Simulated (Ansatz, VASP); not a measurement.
InSb: VASP beside Ansatz

Contents of INCAR:

```
SYSTEM = InSb
  PREC = Accurate
  ENCUT = 520
  EDIFF = 1E-7
  ISMEAR = 0
  SIGMA = 0.15
  LREAL = .False.
  LASPH = .True.
  NELM = 100
  ALGO = Normal
  ISIF = 2
  LWAVE = .False.
  LCHARG = .False.
  GGA = PE
  NBANDS = 16
```

File KPOINTS:

```
regular mesh
0
Gamma
  14 14 14
  0 0 0
```

File POSCAR:

```
InSb
1.0
    0.0000000000      2.8941803606      3.4718587606
    2.8941803606      0.0000000000      3.4718587606
    2.8941803606      2.8941803606      0.0000000000
In Sb
1 1
Direct
    0.0000000000      0.0000000000      0.0000000000
    0.5000000000      0.5000000000      0.5000000000
```

Input for Ansatz:

```yaml
crystal:
  lattice:
    - [0.0, 2.8941803606, 3.4718587606]
    - [2.8941803606, 0.0, 3.4718587606]
    - [2.8941803606, 2.8941803606, 0.0]
  atoms:
    - { symbol: In, position: [0.0, 0.0, 0.0] }
    - { symbol: Sb, position: [0.5, 0.5, 0.5] }
basis:
  ecutwfc: 420
kpoints:
  mp_grid: { grid: [14, 14, 14] }
hamiltonian:
  xc: pbe
  pseudopotentials: { kind: paw, azcp: { folder: soft_1 } }
scf:
  occupations: { method: gaussian, width: 0.15 }
output:
  forces: true
  stress: true
  eigenvalues: true
```

Alike in both runs: task single point; functional PBE; k mesh 14 × 14 × 14; occupations gaussian, width 0.15 eV; no spin polarisation.

|  | VASP | Ansatz |
| --- | --- | --- |
| version | VASP 6.6.1 | Ansatz 0.2.0 |
| potentials or method | VASP PAW PBE potentials, release 64 (In_d, Sb), cutoff 520 eV | scalar-relativistic, plane waves, PAW |
| valence electrons in the cell | 18 | 28 |

```tsv
	VASP	Ansatz	Ansatz less VASP
gap on the k mesh at the Fermi level (eV)	none	none	-
pressure (GPa)	3.1	3.2	+0.03
traceless stress, the component that is largest in VASP (GPa)	-7.63	-7.63	-0.001
```

A gap of «none» marks a metal or a gap that the smearing closes. With one functional, cell and mesh, what is left measures potentials, basis and numerics. VASP's potentials hold 18 valence electrons a cell and Ansatz's 28, so a difference there can come from the potentials and not from the codes.

Neither program's run includes spin-orbit coupling.
